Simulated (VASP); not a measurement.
CdTe, 2 atoms in the cell. Symmetry: F-43m, No. 216, cubic system. The conventional cell has a = 6.533 Å, b = 6.533 Å, c = 6.533 Å, α = 90.00°, β = 90.00°, γ = 90.00°. Within 3.7 Å of Cd (site symmetry -43m) lie 4 Te at 2.83 Å. Te (site symmetry -43m) has 4 Cd at 2.83 Å within 3.7 Å. 

| Property | Result |
| --- | --- |
| Program | VASP 6.6.1 |
| Task | relaxation of cell and atoms |
| Functional | r2SCAN |
| Potentials or basis | VASP PAW PBE potentials, release 64 (Cd, Te) |
| Cutoff | 550 eV |
| k mesh | 10 × 10 × 10 |
| Occupations | gaussian, width 0.02 eV |
| Spin | no spin polarisation |
| Target pressure | 1e-06 GPa |
| Dipole correction | no |
| Further INCAR settings | ALGO = Normal; EDIFF = 1e-07; IBRION = 2; EDIFFG = -0.004; NSW = 70; ISIF = 3 |

Potentials or basis: VASP PAW PBE potentials, release 64 (Cd, Te).

Launch:

```bash
$ cat potpaw_PBE.64/Cd/POTCAR potpaw_PBE.64/Te/POTCAR > POTCAR
$ cp INCAR.step1 INCAR
$ mpirun -np 1 vasp_std > vasp.out
$ cp INCAR.step2 INCAR
$ mpirun -np 1 vasp_std > vasp.out
```

Hardware: 1 thread of Intel(R) Xeon(R) Platinum 8375C CPU @ 2.90GHz (Ice Lake), with other jobs on the host.

Problem. Estimate the wall time of this run.

Solution. Wall time 6.6 min on 1 thread of Intel(R) Xeon(R) Platinum 8375C CPU @ 2.90GHz (Ice Lake), on a shared host, peak memory 0.27 GiB. Counts: k points 47, ion steps 3.
